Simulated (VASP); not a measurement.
# P in VASP: further runs, part 2 of 2

VASP 6.6.1. Earlier steps stand in the parts before.

### 3 Single point, r2SCAN

This run uses another cell than the first one: it holds 3 atoms, not 1.

Contents of POSCAR:

```
P
1.0
    3.4262084338      0.0000000000      0.0000000000
   -1.7131042169      2.9671835423      0.0000000000
    0.0000000000      0.0000000000      4.2668444906
P
3
Direct
    0.3327414902      0.0000000000      0.3333333333
    0.0000000000      0.3327414902      0.6666666667
    0.6672585098      0.6672585098      0.0000000000
```

Contents of INCAR.step1:

```
SYSTEM = P
PREC = Accurate
ENCUT = 520
ISMEAR = 0
SIGMA = 0.1
LREAL = .False.
LASPH = .True.
NELM = 100
NBANDS = 14
GGA = PE
ALGO = Normal
EDIFF = 1E-4
LWAVE = .True.
LCHARG = .False.
```

Contents of INCAR.step2:

```
SYSTEM = P
PREC = Accurate
ENCUT = 520
EDIFF = 1E-6
ISMEAR = 0
SIGMA = 0.1
LREAL = .False.
LASPH = .True.
NELM = 100
ALGO = Normal
ISIF = 2
LWAVE = .False.
LCHARG = .False.
METAGGA = R2SCAN
LMIXTAU = .True.
NBANDS = 14
ISTART = 1
```

Contents of KPOINTS:

```
regular mesh
0
Gamma
  6 6 4
  0 0 0
```

Potentials or basis: VASP PAW PBE potentials, release 64 (P).

Run with:

```
cat potpaw_PBE.64/P/POTCAR > POTCAR
cp INCAR.step1 INCAR
mpirun -np 1 vasp_std > vasp.out
cp INCAR.step2 INCAR
mpirun -np 1 vasp_std > vasp.out
```

OUTCAR:

```text
SYSTEM = P
   PREC = Accurate
   ENCUT = 520
   EDIFF = 1E-6
   ISMEAR = 0
   LREAL = .False.
   LASPH = .True.
   NELM = 100
   ISIF = 2
   METAGGA = R2SCAN
   ISTART = 1

 ion  position               nearest neighbor table
   1  0.333  0.000  0.333-   3 2.43   2 2.43   3 2.44   3 2.44   2 2.44   2 2.44
   2  0.000  0.333  0.667-   3 2.43   1 2.43   3 2.44   3 2.44   1 2.44   1 2.44
   3  0.667  0.667  0.000-   2 2.43   1 2.43   1 2.44   2 2.44   2 2.44   1 2.44

  LATTYP: Found a hexagonal cell.
 ALAT       =     3.4262084338
 C/A-ratio  =     1.2453546166

  Lattice vectors:

 A1 = (   3.4262084338,   0.0000000000,   0.0000000000)
 A2 = (  -1.7131042169,   2.9671835423,   0.0000000000)
 A3 = (   0.0000000000,   0.0000000000,   4.2668444906)

Analysis of symmetry for initial positions (statically):
=====================================================================
 Subroutine PRICEL returns:
 Original cell was already a primitive cell.

 Routine SETGRP: Setting up the symmetry group for a
 hexagonal supercell.

 Subroutine GETGRP returns: Found  6 space group operations
 (whereof  2 operations were pure point group operations)
 out of a pool of 24 trial point group operations.

The static configuration has the point symmetry C_2 .
 The point group associated with its full space group is D_3 .

Analysis of symmetry for dynamics (positions and initial velocities):
=====================================================================
 Subroutine PRICEL returns:
 Original cell was already a primitive cell.

 Routine SETGRP: Setting up the symmetry group for a
 hexagonal supercell.

 Subroutine GETGRP returns: Found  6 space group operations
 (whereof  2 operations were pure point group operations)
 out of a pool of 24 trial point group operations.

The dynamic configuration has the point symmetry C_2 .
 The point group associated with its full space group is D_3 .

 Subroutine INISYM returns: Found  6 space group operations
 (whereof  2 operations are pure point group operations),
 and found     1 'primitive' translations
[... 126 lines left out ...]
   LRPA    =     F    only Hartree local field effects (RPA)
 non-spin polarized calculation
 Gauss-broadening in eV      SIGMA  =   0.10
  energy-cutoff  :      520.00
  volume of cell :       43.38
 maximum number of plane-waves:      1188
 NGX is ok and might be reduce to    28

 number of electron      15.0000000 magnetization

 Free energy of the ion-electron system (eV)
  ---------------------------------------------------
  ext. energy  EPLUGINS =         0.00000000
  ---------------------------------------------------
  free energy    TOTEN  =       -26.41370002 eV

  energy without entropy =      -26.40840325  energy(sigma->0) =      -26.41105164

 E-fermi :   9.7780     XC(G=0): -11.9025

 val. band max:        9.7626938348   @ k =   0.3333   0.3333   0.2500
 cond. band min:       9.7813781921   @ k =   0.3333   0.3333   0.2500
 fundamental gap:      0.0186843573
 Fermi energy:         9.7779646314

 k-point     1 :       0.0000    0.0000    0.0000
  band No.  band energies     occupation
      1      -7.6984      2.00000
      2      -0.1223      2.00000
      3      -0.1223      2.00000
      4       7.5542      2.00000
      5       7.5726      2.00000
      6       7.5726      2.00000
      7       7.5910      2.00000
      8      11.0475      0.00000
      9      11.0475      0.00000
     10      15.0308      0.00000
     11      15.0308      0.00000
     12      15.1713      0.00000
     13      16.8652      0.00000
     14      16.8652      0.00000
[... 377 lines left out ...]
      1      -1.7808      2.00000
      2      -1.7808      2.00000
      3      -1.7641      2.00000
      4       1.7724      2.00000
      5       1.7724      2.00000
      6       1.7773      2.00000
      7      12.3665      0.00000
      8      12.3886      0.00000
      9      12.3886      0.00000
     10      15.3333      0.00000
     11      15.3333      0.00000
     12      15.3467      0.00000
     13      19.4257      0.00000
     14      19.4314      0.00000

------------------------ aborting loop because EDIFF is reached ----------------------------------------

  FORCE on cell =-STRESS in cart. coord.  units (eV):
  Direction    XX          YY          ZZ          XY          YZ          ZX
  --------------------------------------------------------------------------------------
  -------------------------------------------------------------------------------------
  Total       -0.1481899     -0.1481899     -0.1476884      0.0000000     -0.0000000      0.0000000
  in kB       -5.4734887     -5.4734887     -5.4549632      0.0000000     -0.0000000      0.0000000
  external PRESSURE =      -5.4673135 kB  Pullay stress =       0.0000000 kB

 VOLUME and BASIS-vectors are now :
 -----------------------------------------------------------------------------
  energy-cutoff  :      520.00
  volume of cell :       43.38
      direct lattice vectors                 reciprocal lattice vectors
     3.426208434  0.000000000  0.000000000     0.291867824  0.168509967  0.000000000
    -1.713104217  2.967183542  0.000000000     0.000000000  0.337019933  0.000000000
     0.000000000  0.000000000  4.266844491     0.000000000  0.000000000  0.234365232

 POSITION                                       TOTAL-FORCE (eV/Angst)
 -----------------------------------------------------------------------------------
      1.14004      0.00000      1.42228         0.008873     -0.000000     -0.000000
     -0.57002      0.98731      2.84456        -0.004437      0.007684      0.000000
      1.14308      1.97988      0.00000        -0.004437     -0.007684     -0.000000
 -----------------------------------------------------------------------------------
    total drift:                                0.000005      0.000008     -0.000000

  FREE ENERGIE OF THE ION-ELECTRON SYSTEM (eV)
  ---------------------------------------------------
  free  energy   TOTEN  =       -26.4137000240 eV

  energy  without entropy=      -26.4084032514  energy(sigma->0) =      -26.41105164
```

OUTCAR.step1:

```text
SYSTEM = P
   PREC = Accurate
   ENCUT = 520
   ISMEAR = 0
   LREAL = .False.
   LASPH = .True.
[... 633 lines left out ...]
      1.14004      0.00000      1.42228         0.010598     -0.000000      0.000000
     -0.57002      0.98731      2.84456        -0.005299      0.009178     -0.000000
      1.14308      1.97988      0.00000        -0.005299     -0.009178     -0.000000
 -----------------------------------------------------------------------------------
    total drift:                               -0.000000     -0.000001     -0.000000

  FREE ENERGIE OF THE ION-ELECTRON SYSTEM (eV)
  ---------------------------------------------------
  free  energy   TOTEN  =       -15.7756437853 eV

  energy  without entropy=      -15.7689491717  energy(sigma->0) =      -15.77229648
```

OSZICAR.step1:

```text
N       E                     dE             d eps       ncg     rms          rms(c)
DAV:   1     0.363319823153E+02    0.36332E+02   -0.62645E+03   672   0.904E+02
DAV:   2    -0.138242179651E+02   -0.50156E+02   -0.46245E+02   936   0.146E+02
DAV:   3    -0.157514153536E+02   -0.19272E+01   -0.19064E+01   876   0.275E+01
DAV:   4    -0.157673050629E+02   -0.15890E-01   -0.15842E-01   820   0.312E+00
DAV:   5    -0.157675087714E+02   -0.20371E-03   -0.20370E-03   888   0.309E-01    0.805E+00
DAV:   6    -0.157716279410E+02   -0.41192E-02   -0.15480E-03   810   0.373E-01    0.477E+00
DAV:   7    -0.157753035458E+02   -0.36756E-02   -0.43754E-03   780   0.614E-01    0.146E-01
DAV:   8    -0.157756187728E+02   -0.31523E-03   -0.22212E-04   830   0.117E-01    0.254E-02
DAV:   9    -0.157756437853E+02   -0.25013E-04   -0.19294E-05   486   0.343E-02
   1 F= -.15775644E+02 E0= -.15772296E+02  d E =-.669461E-02
```

Run time: 33 s. Hardware: 1 thread of AMD EPYC 9R45 (Zen 5), shared host; peak memory 0.13 GiB.

What came out:

- Free energy: -26.4137 eV
- Pressure: -0.5 GPa
- Largest force: 0.009 eV/Å

Forces on the atoms (eV/Å):
```
P    0.009  0.000  0.000
P   -0.004  0.008  0.000
P   -0.004 -0.008  0.000
```

Caveat: the k points lie up to 0.37 Å⁻¹ apart; the PAW data sets were made with another functional, which shifts forces and pressure a little.
